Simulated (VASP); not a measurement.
# Al2GaP3 in VASP: further runs

Al2GaP3 is run at these levels: LDA, PBE; tasks: single point.

All numbers are computed with VASP 6.6.1; they aren't measurements. Logs are shortened: lines on timing, memory, paths and dates and some standing lists are left out, and cuts for length are marked.

## (1) The cell of the first run

It takes space group I-4m2 (No. 119, tetragonal). Conventional cell: a = 3.895 Å, b = 3.895 Å, c = 16.514 Å, α = 90.00°, β = 90.00°, γ = 90.00°. Al (site symmetry 2mm) has 4 P at 2.38 Å within 3.1 Å. Ga (site symmetry -4m2) has 4 P at 2.39 Å within 3.2 Å. P (site symmetry 2mm) has 2 Al at 2.38 Å and 2 Ga at 2.39 Å within 3.1 Å. P (site symmetry -4m2) has 4 Al at 2.38 Å within 3.1 Å.

## (2) Single point, LDA

Contents of INCAR:

```
SYSTEM = Al2GaP3
  PREC = Accurate
  ENCUT = 500
  EDIFF = 1E-6
  ISMEAR = 0
  SIGMA = 0.02
  LREAL = .False.
  LASPH = .True.
  NELM = 120
  ALGO = Normal
  ISIF = 2
  LWAVE = .False.
  LCHARG = .False.
  GGA = CA
  NBANDS = 26
  GGA_COMPAT = .False.
```

Contents of KPOINTS:

```
Automatic mesh
0
Gamma
  10 10 10
  0 0 0
```

Contents of POSCAR:

```
Al2GaP3
1.0
   -1.9475160000      1.9475160000      8.2571738000
    1.9475160000     -1.9475160000      8.2571738000
    1.9475160000      1.9475160000     -8.2571738000
Al Ga P
2 1 3
Direct
    0.6666770000      0.6666770000      0.0000000000
    0.3333230000      0.3333230000      0.0000000000
    0.0000000000      0.0000000000      0.0000000000
    0.4162950000      0.9162950000      0.5000000000
    0.0837050000      0.5837050000      0.5000000000
    0.7500000000      0.2500000000      0.5000000000
```

Potentials or basis: VASP PAW LDA potentials, release 64 (Al, Ga_d, P).

Command:

```
$ cat potpaw_LDA.64/Al/POTCAR potpaw_LDA.64/Ga_d/POTCAR potpaw_LDA.64/P/POTCAR > POTCAR
$ mpirun -np 1 vasp_std > vasp.out
```

OUTCAR:

```text
SYSTEM = Al2GaP3
   PREC = Accurate
   ENCUT = 500
   EDIFF = 1E-6
   ISMEAR = 0
   LREAL = .False.
   LASPH = .True.
   NELM = 120
   ISIF = 2
   GGA = CA

 ion  position               nearest neighbor table
   1  0.667  0.667  0.000-   5 2.38   5 2.38   6 2.38   6 2.38
   2  0.333  0.333  0.000-   4 2.38   4 2.38   6 2.38   6 2.38
   3  0.000  0.000  0.000-   4 2.39   5 2.39   5 2.39   4 2.39
   4  0.416  0.916  0.500-   2 2.38   2 2.38   3 2.39   3 2.39
   5  0.084  0.584  0.500-   1 2.38   1 2.38   3 2.39   3 2.39
   6  0.750  0.250  0.500-   1 2.38   2 2.38   2 2.38   1 2.38

  LATTYP: Found a body centered tetragonal cell.
 ALAT       =     3.8950320000
 C/A-ratio  =     4.2398490179

  Lattice vectors:

 A1 = (  -1.9475160000,   1.9475160000,   8.2571738000)
 A2 = (   1.9475160000,  -1.9475160000,   8.2571738000)
 A3 = (   1.9475160000,   1.9475160000,  -8.2571738000)

Analysis of symmetry for initial positions (statically):
=====================================================================
 Subroutine PRICEL returns:
 Original cell was already a primitive cell.

 Routine SETGRP: Setting up the symmetry group for a
 body centered tetragonal supercell.

 Subroutine GETGRP returns: Found  8 space group operations
 (whereof  8 operations were pure point group operations)
 out of a pool of 16 trial point group operations.

The static configuration has the point symmetry D_2d.

Analysis of symmetry for dynamics (positions and initial velocities):
=====================================================================
 Subroutine PRICEL returns:
 Original cell was already a primitive cell.

 Routine SETGRP: Setting up the symmetry group for a
 body centered tetragonal supercell.

 Subroutine GETGRP returns: Found  8 space group operations
 (whereof  8 operations were pure point group operations)
 out of a pool of 16 trial point group operations.

The dynamic configuration has the point symmetry D_2d.

 Subroutine INISYM returns: Found  8 space group operations
 (whereof  8 operations are pure point group operations),
 and found     1 'primitive' translations

----------------------------------------------------------------------------------------

                                     Primitive cell

  volume of cell :     125.2718

  direct lattice vectors                    reciprocal lattice vectors
    -1.947516000  1.947516000  8.257173800     0.000000000  0.256737300  0.060553406
     1.947516000 -1.947516000  8.257173800     0.256737300  0.000000000  0.060553406
     1.947516000  1.947516000 -8.257173800     0.256737300  0.256737300  0.000000000

  length of vectors
     8.704398676  8.704398676  8.704398676     0.263781645  0.263781645  0.363081372

  position of ions in fractional coordinates (direct lattice)
     0.666677000  0.666677000  0.000000000
     0.333323000  0.333323000  0.000000000
     0.000000000  0.000000000  0.000000000
     0.416295000  0.916295000  0.500000000
     0.083705000  0.583705000  0.500000000
     0.750000000  0.250000000  0.500000000

  ion indices of the primitive-cell ions
   primitive index   ion index
                 1           1
                 2           2
                 3           3
                 4           4
                 5           5
                 6           6

----------------------------------------------------------------------------------------

 KPOINTS: Automatic mesh

Automatic generation of k-mesh.
 Grid dimensions read from file:
 generate k-points for:   10   10   10

 Generating k-lattice:

  Cartesian coordinates                     Fractional coordinates (reciprocal lattice)
     0.000000000  0.025673730  0.006055341     0.100000000 -0.000000000  0.000000000
     0.025673730  0.000000000  0.006055341    -0.000000000  0.100000000  0.000000000
     0.025673730  0.025673730  0.000000000     0.000000000  0.000000000  0.100000000

  Length of vectors
     0.026378165  0.026378165  0.036308137

  Shift w.r.t. Gamma in fractional coordinates (k-lattice)
     0.000000000  0.000000000  0.000000000

 Subroutine IBZKPT returns following result:
 ===========================================

 Found    102 irreducible k-points:

 Following reciprocal coordinates:
            Coordinates               Weight
  0.000000  0.000000  0.000000      1.000000
  0.100000  0.000000 -0.000000      8.000000
  0.200000  0.000000 -0.000000      8.000000
  0.300000  0.000000 -0.000000      8.000000
  0.400000  0.000000 -0.000000      8.000000
  0.500000  0.000000 -0.000000      4.000000
[... 16 lines left out ...]
  0.300000  0.300000 -0.000000      8.000000
  0.400000  0.300000 -0.000000     16.000000
 [... further k-points ...]
   k-points           NKPTS =    102   k-points in BZ     NKDIM =    102   number of bands    NBANDS=     26
   number of dos      NEDOS =    301   number of ions     NIONS =      6
   total plane-waves  NPLWV = 262144
   dimension x,y,z NGX =    64 NGY =   64 NGZ =   64
   dimension x,y,z NGXF=   128 NGYF=  128 NGZF=  128
   ions per type =               2   1   3
   NGX,Y,Z   is equivalent  to a cutoff of  12.22, 12.22, 12.22 a.u.
   NGXF,Y,Z  is equivalent  to a cutoff of  24.45, 24.45, 24.45 a.u.
 SYSTEM =  Al2GaP3
   PREC   = accura    normal or accurate (medium, high low for compatibility)
   ISTART =      0    job   : 0-new  1-cont  2-samecut
   ICHARG =      2    charge: 1-file 2-atom 10-const
   ISPIN  =      1    spin polarized calculation?
   LNONCOLLINEAR =      F non collinear calculations
   LSORBIT =      F    spin-orbit coupling
   LASPH  =      T    aspherical Exc in radial PAW
   ENCUT  =  500.0 eV  36.75 Ry    6.06 a.u.  15.87 15.87 15.87*2*pi/ulx,y,z
   NELM   =    120;   NELMIN=  2; NELMDL= -5     # of ELM steps
   EDIFF  = 0.1E-05   stopping-criterion for ELM
   LREAL  =      F    real-space projection
   EDIFFG = 0.1E-04   stopping-criterion for IOM
   NSW    =      0    number of steps for IOM
   IBRION =     -1    ionic relax: 0-MD 1-quasi-New 2-CG
   NFREE  =      0    steps in history (QN), initial steepest desc. (CG)
   ISIF   =      2    stress and relaxation
   ISYM   =      2    0-nonsym 1-usesym 2-fastsym
   POTIM  = 0.5000    time-step for ionic-motion
   TEBEG  =    0.0;   TEEND  =   0.0 temperature during run
   PSTRESS=    0.0 pullay stress
   NELECT =      34.0000    total number of electrons
   NUPDOWN=      -1.0000    fix difference up-down
   EMIN   =  10.00;   EMAX   =-10.00  energy-range for DOS
   EFERMI =   0.00;   METHOD = LEGACY
   ISMEAR =     0;   SIGMA  =   0.02  broadening in eV -4-tet -1-fermi 0-gaus
   EFERMI_NEDOS =   21; number of points for ismear=-14 and -15
   IALGO  =     38    algorithm
   IMIX   =      4    mixing-type and parameters
     AMIX     =   0.40;   BMIX     =  1.00
     AMIX_MAG =   1.60;   BMIX_MAG =  1.00
  volume/ion in A,a.u.               =      20.88       140.90
  Fermi-wavevector in a.u.,A,eV,Ry     =   1.059945  2.003006 15.285918  1.123483
  Thomas-Fermi vector in A             =   2.195308
   LORBIT       =      0    0 simple, 1 ext, 2 COOP (PROOUT), +10 PAW based schemes
   GGA     = CA    functional components
   LHFCALC =     F    Hartree Fock is set to
   AEXX    =    0.0000 exact exchange contribution
   IVDW    =     0    specifies the selected vdW correction
   LEPSILON=     F    determine dielectric tensor
   LRPA    =     F    only Hartree local field effects (RPA)
 non-spin polarized calculation
 Gauss-broadening in eV      SIGMA  =   0.02
  energy-cutoff  :      500.00
  volume of cell :      125.27
 maximum number of plane-waves:      3197
   NGX = 31   NGY = 31   NGZ = 31

 number of electron      33.9999999 magnetization

 Free energy of the ion-electron system (eV)
  ---------------------------------------------------
  ext. energy  EPLUGINS =         0.00000000
  ---------------------------------------------------
  free energy    TOTEN  =       -33.18972195 eV

  energy without entropy =      -33.18972195  energy(sigma->0) =      -33.18972195

 E-fermi :   4.3376     XC(G=0):  -9.5774

 val. band max:        4.2066863009   @ k =   0.0000   0.0000   0.0000
 cond. band min:       5.7021877099   @ k =   0.5000   0.5000  -0.0000
 fundamental gap:      1.4955014090
 Fermi energy:         4.3376082238

 k-point     1 :       0.0000    0.0000    0.0000
  band No.  band energies     occupation
      1     -10.2235      2.00000
      2     -10.1463      2.00000
      3     -10.1463      2.00000
      4     -10.1012      2.00000
      5     -10.0753      2.00000
      6      -7.4810      2.00000
[... 18 lines left out ...]
     25       8.4260      0.00000
     26      12.1742      0.00000

 k-point     2 :       0.1000    0.0000   -0.0000
  band No.  band energies     occupation
      1     -10.2208      2.00000
      2     -10.1501      2.00000
      3     -10.1461      2.00000
      4     -10.0999      2.00000
      5     -10.0763      2.00000
      6      -7.4006      2.00000
[... 18 lines left out ...]
     25       8.7252      0.00000
     26      11.2345      0.00000

 k-point     3 :       0.2000    0.0000   -0.0000
  band No.  band energies     occupation
      1     -10.2142      2.00000
      2     -10.1598      2.00000
      3     -10.1456      2.00000
      4     -10.0963      2.00000
      5     -10.0792      2.00000
      6      -7.1646      2.00000
[... 18 lines left out ...]
     25       9.5457      0.00000
     26      10.0744      0.00000

 k-point     4 :       0.3000    0.0000   -0.0000
  band No.  band energies     occupation
      1     -10.2076      2.00000
      2     -10.1704      2.00000
      3     -10.1450      2.00000
      4     -10.0915      2.00000
      5     -10.0828      2.00000
      6      -6.7918      2.00000
[... 18 lines left out ...]
     25       9.7793      0.00000
     26      10.2111      0.00000
[... 496 lines left out ...]
      1     -10.2064      2.00000
      2     -10.1659      2.00000
      3     -10.1471      2.00000
      4     -10.0928      2.00000
      5     -10.0837      2.00000
      6      -6.8841      2.00000
[... 18 lines left out ...]
     25       9.4010      0.00000
     26      10.2304      0.00000

 k-point    23 :       0.3000    0.3000   -0.0000
  band No.  band energies     occupation
      1     -10.1985      2.00000
      2     -10.1813      2.00000
      3     -10.1376      2.00000
      4     -10.0923      2.00000
      5     -10.0862      2.00000
      6      -6.0964      2.00000
[... 18 lines left out ...]
     25      10.3216      0.00000
     26      10.9012      0.00000

 k-point    24 :       0.4000    0.3000   -0.0000
  band No.  band energies     occupation
      1     -10.1984      2.00000
      2     -10.1861      2.00000
      3     -10.1314      2.00000
      4     -10.0958      2.00000
      5     -10.0835      2.00000
      6      -5.6777      2.00000
[... 18 lines left out ...]
     25      10.5993      0.00000
     26      11.3184      0.00000

 [... further k-points ...]
[... 5 lines left out ...]
  --------------------------------------------------------------------------------------
  -------------------------------------------------------------------------------------
  Total       -2.9774351     -2.9774351     -3.0017885      0.0000000     -0.0000000      0.0000000
  in kB      -38.0802155    -38.0802155    -38.3916859      0.0000000     -0.0000000      0.0000000
  external PRESSURE =     -38.1840389 kB  Pullay stress =       0.0000000 kB

 VOLUME and BASIS-vectors are now :
 -----------------------------------------------------------------------------
  energy-cutoff  :      500.00
  volume of cell :      125.27
      direct lattice vectors                 reciprocal lattice vectors
    -1.947516000  1.947516000  8.257173800     0.000000000  0.256737300  0.060553406
     1.947516000 -1.947516000  8.257173800     0.256737300  0.000000000  0.060553406
     1.947516000  1.947516000 -8.257173800     0.256737300  0.256737300  0.000000000

 POSITION                                       TOTAL-FORCE (eV/Angst)
 -----------------------------------------------------------------------------------
      0.00000      0.00000     11.00974         0.000000     -0.000000     -0.011543
      0.00000      0.00000      5.50461         0.000000     -0.000000      0.011543
      0.00000      0.00000      0.00000         0.000000     -0.000000      0.000000
      1.94752      0.00000      6.87484        -0.000000      0.000000      0.123931
      1.94752      0.00000      1.38233        -0.000000      0.000000     -0.123931
      0.00000      1.94752      4.12859         0.000000     -0.000000      0.000000
 -----------------------------------------------------------------------------------
    total drift:                               -0.000000      0.000000      0.000000

  FREE ENERGIE OF THE ION-ELECTRON SYSTEM (eV)
  ---------------------------------------------------
  free  energy   TOTEN  =       -33.1897219491 eV

  energy  without entropy=      -33.1897219491  energy(sigma->0) =      -33.18972195
```

Run time: 14 min. Hardware: 1 thread of Intel Xeon Platinum 8488C (Sapphire Rapids), shared host; peak memory 0.59 GiB.

What came out:

* Free energy: -33.1897 eV
* Pressure: -3.8 GPa
* Largest force: 0.124 eV/Å
* Band gap on the k mesh: 1.50 eV (least direct gap 1.70 eV)

Forces in eV/Å, atoms in the order of the input:
```
Al   0.000  0.000 -0.012
Al   0.000  0.000  0.012
Ga   0.000  0.000  0.000
P    0.000  0.000  0.124
P    0.000  0.000 -0.124
P    0.000  0.000  0.000
```

Caveat: the cell stands under tension. A k mesh can miss the band edges.

## (3) Single point, PBE

This run uses another cell than the first one: it holds 12 atoms, not 6.

Contents of INCAR:

```
SYSTEM = Al2GaP3
ALGO = Normal ; EDIFF = 1E-6
ENCUT = 500 ; GGA = PE
GGA_COMPAT = .FALSE. ; ISIF = 2
ISMEAR = 0 ; LASPH = .TRUE.
LCHARG = .FALSE. ; LREAL = .FALSE.
LWAVE = .FALSE. ; NBANDS = 46
NELM = 120 ; PREC = Accurate
SIGMA = 0.1
```

Contents of KPOINTS:

```
k-points
0
G
  4 4 4
  0 0 0
```

Contents of POSCAR:

```
Al2GaP3
1.0
   -3.8984580171      3.8927853745     -0.0003802594
    3.8994330686      3.8935712250      0.0045648211
    1.9441245287     -1.9508168965     -8.2574575639
Al Ga P
4 2 6
Direct
    0.3332347453      1.0003525122      0.6661591965
    0.8334188782      0.5000848215      0.6667327857
    0.6663166103     -0.0002349124      0.3332468565
    0.1665258909      0.4997276468      0.3335400925
   -0.0003665588      0.0000471794     -0.0003449629
    0.4998213568      0.5001995759      0.0003444413
    0.3336689275      0.2497114586      0.1675705279
    0.8342794737      0.7498811574      0.1675028139
    0.6661708050      0.2503810513      0.8326151365
    0.1668571374      0.7502433967      0.8325247288
    0.9996846085      0.2498874011      0.5000522343
    0.5003881254      0.7497187117      0.5000561491
```

Potentials or basis: VASP PAW PBE potentials, release 64 (Al, Ga_d, P).

Command:

```
$ cat potpaw_PBE.64/Al/POTCAR potpaw_PBE.64/Ga_d/POTCAR potpaw_PBE.64/P/POTCAR > POTCAR
$ mpirun -np 1 vasp_std > vasp.out
```

Run time: 4.8 min. Hardware: 1 thread of Intel Xeon Platinum 8488C (Sapphire Rapids), shared host; peak memory 0.5 GiB.

The run converged. Its results:

```yaml
Free_energy: -59.7366 eV
Pressure: -0.1 GPa
Largest_force: 0.019 eV/Å
Band_gap_on_the_k_mesh: 1.64 eV
```

Forces in eV/Å, atoms in the order of the input:
```
Al  -0.005 -0.007 -0.017
Al   0.002  0.004 -0.006
Al  -0.011  0.005  0.010
Al  -0.002  0.004  0.010
Ga  -0.001  0.000  0.003
Ga  -0.007  0.000  0.013
P    0.007  0.004 -0.003
P    0.014 -0.001 -0.011
P   -0.005 -0.004 -0.002
P    0.004 -0.006  0.002
P   -0.004  0.005  0.001
P    0.009 -0.003 -0.001
```

Stress tensor (GPa, compression positive):
```
-0.19 -0.01 -0.07
-0.01  0.01 -0.06
-0.07 -0.06 -0.11
```

Levels at points of the mesh, in eV from the valence-band top:
```tsv
k point	band 30	band 31	band 32	band 33	band 34	band 35	band 36	band 37	band 38	band 39
(0.00, 0.00, 0.00)	-1.80	-1.79	-0.03	-0.01	0.00	1.64	1.83	2.18	2.27	2.55
(0.50, 0.00, 0.00)	-1.69	-1.17	-1.17	-0.93	-0.93	3.04	3.04	3.50	3.50	4.06
(0.00, 0.50, 0.00)	-1.47	-1.38	-1.38	-1.37	-1.37	2.58	2.58	3.32	3.32	3.69
(0.50, 0.50, 0.00)	-0.92	-0.86	-0.86	-0.82	-0.82	2.22	2.22	3.40	3.42	3.51
(0.00, 0.00, 0.50)	-1.66	-0.92	-0.91	-0.70	-0.69	1.64	1.66	2.18	2.18	3.21
(0.50, 0.00, 0.50)	-1.69	-1.17	-1.17	-0.93	-0.93	3.04	3.04	3.50	3.51	4.06
(0.00, 0.50, 0.50)	-2.29	-0.90	-0.90	-0.87	-0.87	3.72	3.72	4.18	4.18	4.47
(0.50, 0.50, 0.50)	-0.92	-0.87	-0.85	-0.82	-0.82	2.21	2.24	3.40	3.41	3.52
```
